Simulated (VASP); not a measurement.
# YN (Fm-3m) in VASP: notebook

Runs on YN. Level: PBE. Tasks: single point.

Program: VASP 6.6.1. These are calculated values, not measurements. Logs are shortened: lines on timing, memory, paths and dates and some standing lists are left out, and cuts for length are marked.

**1. The cell of the first run**

It takes space group Fm-3m (No. 225, cubic). The conventional cell has a = 4.806 Å, b = 4.806 Å, c = 4.806 Å, α = 90.00°, β = 90.00°, γ = 90.00°. Within 3.2 Å of Y (site symmetry m-3m) lie 6 N at 2.40 Å. N (site symmetry m-3m) has 6 Y at 2.40 Å within 3.2 Å.

**2. Single point, PBE (13.88 Å³/atom)**

Input file INCAR:

```
SYSTEM = YN
PREC = Accurate
ENCUT = 600
EDIFF = 1E-6
ISMEAR = 0
SIGMA = 0.01
LREAL = .False.
LASPH = .True.
NELM = 120
ALGO = Normal
ISIF = 2
LWAVE = .False.
LCHARG = .False.
GGA = PE
NBANDS = 15
GGA_COMPAT = .False.
```

Input file KPOINTS:

```
Automatic mesh
0
Gamma
  8 8 8
  0 0 0
```

Input file POSCAR:

```
YN
1.0
    0.0000000000      2.4031017109      2.4031017109
    2.4031017109      0.0000000000      2.4031017109
    2.4031017109      2.4031017109      0.0000000000
Y N
1 1
Direct
    0.0000000000      0.0000000000      0.0000000000
    0.5000000000      0.5000000000      0.5000000000
```

Potentials or basis: VASP PAW PBE potentials, release 64 (Y_sv, N).

On the command line:

```
> cat potpaw_PBE.64/Y_sv/POTCAR potpaw_PBE.64/N/POTCAR > POTCAR
> mpirun -np 1 vasp_std > vasp.out
```

OUTCAR:

```text
SYSTEM = YN
   PREC = Accurate
   ENCUT = 600
   EDIFF = 1E-6
   ISMEAR = 0
   LREAL = .False.
   LASPH = .True.
   NELM = 120
   ISIF = 2
   GGA = PE

 ion  position               nearest neighbor table
   1  0.000  0.000  0.000-   2 2.40   2 2.40   2 2.40   2 2.40   2 2.40   2 2.40
   2  0.500  0.500  0.500-   1 2.40   1 2.40   1 2.40   1 2.40   1 2.40   1 2.40

  LATTYP: Found a face centered cubic cell.
 ALAT       =     4.8062034218

  Lattice vectors:

 A1 = (   0.0000000000,   2.4031017109,   2.4031017109)
 A2 = (   2.4031017109,   0.0000000000,   2.4031017109)
 A3 = (   2.4031017109,   2.4031017109,   0.0000000000)

Analysis of symmetry for initial positions (statically):
=====================================================================
 Subroutine PRICEL returns:
 Original cell was already a primitive cell.

 Routine SETGRP: Setting up the symmetry group for a
 face centered cubic supercell.

 Subroutine GETGRP returns: Found 48 space group operations
 (whereof 48 operations were pure point group operations)
 out of a pool of 48 trial point group operations.

The static configuration has the point symmetry O_h .

Analysis of symmetry for dynamics (positions and initial velocities):
=====================================================================
 Subroutine PRICEL returns:
 Original cell was already a primitive cell.

 Routine SETGRP: Setting up the symmetry group for a
 face centered cubic supercell.

 Subroutine GETGRP returns: Found 48 space group operations
 (whereof 48 operations were pure point group operations)
 out of a pool of 48 trial point group operations.

The dynamic configuration has the point symmetry O_h .

 Subroutine INISYM returns: Found 48 space group operations
 (whereof 48 operations are pure point group operations),
 and found     1 'primitive' translations

----------------------------------------------------------------------------------------

                                     Primitive cell

  volume of cell :      27.7553

  direct lattice vectors                    reciprocal lattice vectors
     0.000000000  2.403101711  2.403101711    -0.208064435  0.208064435  0.208064435
     2.403101711  0.000000000  2.403101711     0.208064435 -0.208064435  0.208064435
     2.403101711  2.403101711  0.000000000     0.208064435  0.208064435 -0.208064435

  length of vectors
     3.398499031  3.398499031  3.398499031     0.360378173  0.360378173  0.360378173

  position of ions in fractional coordinates (direct lattice)
     0.000000000  0.000000000  0.000000000
     0.500000000  0.500000000  0.500000000

  ion indices of the primitive-cell ions
   primitive index   ion index
                 1           1
                 2           2

----------------------------------------------------------------------------------------

 KPOINTS: Automatic mesh

Automatic generation of k-mesh.
 Grid dimensions read from file:
 generate k-points for:    8    8    8

 Generating k-lattice:

  Cartesian coordinates                     Fractional coordinates (reciprocal lattice)
    -0.026008054  0.026008054  0.026008054     0.125000000  0.000000000  0.000000000
     0.026008054 -0.026008054  0.026008054     0.000000000  0.125000000  0.000000000
     0.026008054  0.026008054 -0.026008054     0.000000000  0.000000000  0.125000000

  Length of vectors
     0.045047272  0.045047272  0.045047272

  Shift w.r.t. Gamma in fractional coordinates (k-lattice)
     0.000000000  0.000000000  0.000000000

 Subroutine IBZKPT returns following result:
 ===========================================

 Found     29 irreducible k-points:

 Following reciprocal coordinates:
            Coordinates               Weight
  0.000000  0.000000  0.000000      1.000000
  0.125000  0.000000  0.000000      8.000000
  0.250000  0.000000  0.000000      8.000000
  0.375000  0.000000  0.000000      8.000000
  0.500000  0.000000  0.000000      4.000000
  0.125000  0.125000  0.000000      6.000000
[... 16 lines left out ...]
  0.500000  0.250000  0.125000     48.000000
 -0.375000  0.250000  0.125000     24.000000
 [... further k-points ...]
   k-points           NKPTS =     29   k-points in BZ     NKDIM =     29   number of bands    NBANDS=     15
   number of dos      NEDOS =    301   number of ions     NIONS =      2
   total plane-waves  NPLWV =  21952
   dimension x,y,z NGX =    28 NGY =   28 NGZ =   28
   dimension x,y,z NGXF=    56 NGYF=   56 NGZF=   56
   ions per type =               1   1
   NGX,Y,Z   is equivalent  to a cutoff of  13.70, 13.70, 13.70 a.u.
   NGXF,Y,Z  is equivalent  to a cutoff of  27.39, 27.39, 27.39 a.u.
 SYSTEM =  YN
   PREC   = accura    normal or accurate (medium, high low for compatibility)
   ISTART =      0    job   : 0-new  1-cont  2-samecut
   ICHARG =      2    charge: 1-file 2-atom 10-const
   ISPIN  =      1    spin polarized calculation?
   LNONCOLLINEAR =      F non collinear calculations
   LSORBIT =      F    spin-orbit coupling
   LASPH  =      T    aspherical Exc in radial PAW
   ENCUT  =  600.0 eV  44.10 Ry    6.64 a.u.   6.79  6.79  6.79*2*pi/ulx,y,z
   NELM   =    120;   NELMIN=  2; NELMDL= -5     # of ELM steps
   EDIFF  = 0.1E-05   stopping-criterion for ELM
   LREAL  =      F    real-space projection
   EDIFFG = 0.1E-04   stopping-criterion for IOM
   NSW    =      0    number of steps for IOM
   IBRION =     -1    ionic relax: 0-MD 1-quasi-New 2-CG
   NFREE  =      0    steps in history (QN), initial steepest desc. (CG)
   ISIF   =      2    stress and relaxation
   ISYM   =      2    0-nonsym 1-usesym 2-fastsym
   POTIM  = 0.5000    time-step for ionic-motion
   TEBEG  =    0.0;   TEEND  =   0.0 temperature during run
   PSTRESS=    0.0 pullay stress
   NELECT =      16.0000    total number of electrons
   NUPDOWN=      -1.0000    fix difference up-down
   EMIN   =  10.00;   EMAX   =-10.00  energy-range for DOS
   EFERMI =   0.00;   METHOD = LEGACY
   ISMEAR =     0;   SIGMA  =   0.01  broadening in eV -4-tet -1-fermi 0-gaus
   EFERMI_NEDOS =   21; number of points for ismear=-14 and -15
   IALGO  =     38    algorithm
   IMIX   =      4    mixing-type and parameters
     AMIX     =   0.40;   BMIX     =  1.00
     AMIX_MAG =   1.60;   BMIX_MAG =  1.00
  volume/ion in A,a.u.               =      13.88        93.65
  Fermi-wavevector in a.u.,A,eV,Ry     =   1.362488  2.574729 25.257494  1.856373
  Thomas-Fermi vector in A             =   2.488973
   LORBIT       =      0    0 simple, 1 ext, 2 COOP (PROOUT), +10 PAW based schemes
   GGA     = PE    functional components
   LHFCALC =     F    Hartree Fock is set to
   AEXX    =    0.0000 exact exchange contribution
   IVDW    =     0    specifies the selected vdW correction
   LEPSILON=     F    determine dielectric tensor
   LRPA    =     F    only Hartree local field effects (RPA)
 non-spin polarized calculation
 Gauss-broadening in eV      SIGMA  =   0.01
  energy-cutoff  :      600.00
  volume of cell :       27.76
 maximum number of plane-waves:       941
   NGX = 13   NGY = 13   NGZ = 13

 number of electron      16.0000001 magnetization

 Free energy of the ion-electron system (eV)
  ---------------------------------------------------
  ext. energy  EPLUGINS =         0.00000000
  ---------------------------------------------------
  free energy    TOTEN  =       -18.17118038 eV

  energy without entropy =      -18.17118038  energy(sigma->0) =      -18.17118038

 E-fermi :   4.5160     XC(G=0): -11.4960

 val. band max:        4.4710864068   @ k =   0.0000   0.0000   0.0000
 cond. band min:       4.5606285311   @ k =   0.5000   0.5000   0.0000
 fundamental gap:      0.0895421243
 Fermi energy:         4.5159625205

 k-point     1 :       0.0000    0.0000    0.0000
  band No.  band energies     occupation
      1     -36.1495      2.00000
      2     -15.7446      2.00000
      3     -15.7446      2.00000
      4     -15.7446      2.00000
      5      -8.5748      2.00000
      6       4.4711      2.00000
      7       4.4711      2.00000
      8       4.4711      2.00000
      9       7.6837      0.00000
     10       7.6837      0.00000
     11       7.6837      0.00000
     12       9.1045      0.00000
     13       9.7936      0.00000
     14       9.7936      0.00000
     15      15.4644      0.00000

 k-point     2 :       0.1250    0.0000    0.0000
  band No.  band energies     occupation
      1     -36.1278      2.00000
      2     -15.9761      2.00000
      3     -15.7589      2.00000
      4     -15.7589      2.00000
      5      -8.2664      2.00000
      6       3.5478      2.00000
      7       3.9366      2.00000
      8       3.9366      2.00000
      9       7.8106      0.00000
     10       8.0813      0.00000
     11       8.0813      0.00000
     12       9.9543      0.00000
     13      10.6119      0.00000
     14      10.6119      0.00000
     15      16.5126      0.00000

 k-point     3 :       0.2500    0.0000    0.0000
  band No.  band energies     occupation
      1     -36.0750      2.00000
      2     -16.4786      2.00000
      3     -15.7931      2.00000
      4     -15.7931      2.00000
      5      -7.5589      2.00000
      6       1.9700      2.00000
      7       3.0110      2.00000
      8       3.0110      2.00000
      9       8.2622      0.00000
     10       9.1056      0.00000
     11       9.1056      0.00000
     12      11.5016      0.00000
     13      12.3945      0.00000
     14      12.3945      0.00000
     15      18.6012      0.00000
[... 343 lines left out ...]
 k-point    23 :       0.5000    0.2500    0.1250
  band No.  band energies     occupation
      1     -35.9930      2.00000
      2     -16.7711      2.00000
      3     -16.1273      2.00000
      4     -15.9144      2.00000
      5      -7.1975      2.00000
      6       1.2897      2.00000
      7       2.4778      2.00000
      8       2.9538      2.00000
      9       7.9048      0.00000
     10      10.7284      0.00000
     11      11.1404      0.00000
     12      12.1080      0.00000
     13      14.0429      0.00000
     14      15.4937      0.00000
     15      18.2039      0.00000

 k-point    24 :      -0.3750    0.2500    0.1250
  band No.  band energies     occupation
      1     -35.9751      2.00000
      2     -16.8633      2.00000
      3     -16.1547      2.00000
      4     -15.9521      2.00000
      5      -7.0997      2.00000
      6       1.1791      2.00000
      7       2.5254      2.00000
      8       2.5740      2.00000
      9       9.1474      0.00000
     10       9.4866      0.00000
     11      11.6829      0.00000
     12      13.0495      0.00000
     13      14.6111      0.00000
     14      15.8944      0.00000
     15      17.7389      0.00000

 [... further k-points ...]
[... 5 lines left out ...]
  --------------------------------------------------------------------------------------
  -------------------------------------------------------------------------------------
  Total        1.8942655      1.8942655      1.8942655     -0.0000000      0.0000000      0.0000000
  in kB      109.3465217    109.3465217    109.3465217     -0.0000000      0.0000000      0.0000000
  external PRESSURE =     109.3465217 kB  Pullay stress =       0.0000000 kB

 VOLUME and BASIS-vectors are now :
 -----------------------------------------------------------------------------
  energy-cutoff  :      600.00
  volume of cell :       27.76
      direct lattice vectors                 reciprocal lattice vectors
     0.000000000  2.403101711  2.403101711    -0.208064435  0.208064435  0.208064435
     2.403101711  0.000000000  2.403101711     0.208064435 -0.208064435  0.208064435
     2.403101711  2.403101711  0.000000000     0.208064435  0.208064435 -0.208064435

 POSITION                                       TOTAL-FORCE (eV/Angst)
 -----------------------------------------------------------------------------------
      0.00000      0.00000      0.00000         0.000000      0.000000      0.000000
      2.40310      2.40310      2.40310        -0.000000      0.000000     -0.000000
 -----------------------------------------------------------------------------------
    total drift:                                0.000000      0.000000      0.000000

  FREE ENERGIE OF THE ION-ELECTRON SYSTEM (eV)
  ---------------------------------------------------
  free  energy   TOTEN  =       -18.1711803836 eV

  energy  without entropy=      -18.1711803836  energy(sigma->0) =      -18.17118038
```

Run time: 16 s. Hardware: 1 thread of Intel Xeon Platinum 8375C at 2.90GHz (Ice Lake), shared host; peak memory 0.18 GiB.

Results:

* Free energy: -18.1712 eV
* Pressure: 10.9 GPa
* Band gap on the k mesh: 0.09 eV (least direct gap 0.43 eV)

Levels at points of the mesh, in eV from the valence-band top:
| k point | band 6 | band 7 | band 8 | band 9 | band 10 | band 11 |
| --- | --- | --- | --- | --- | --- | --- |
| (0.00, 0.00, 0.00) | 0.00 | 0.00 | 0.00 | 3.21 | 3.21 | 3.21 |
| (0.50, 0.00, 0.00) | -4.23 | -2.39 | -2.39 | 5.96 | 6.68 | 6.68 |
| (0.50, 0.50, 0.00) | -1.39 | -0.34 | -0.34 | 0.09 | 7.18 | 7.76 |

Caveat: the cell stands under pressure; semilocal functionals underestimate gaps, and a narrow one can read as zero. A k mesh can miss the band edges.

(Part 1 of 2 ends here.)
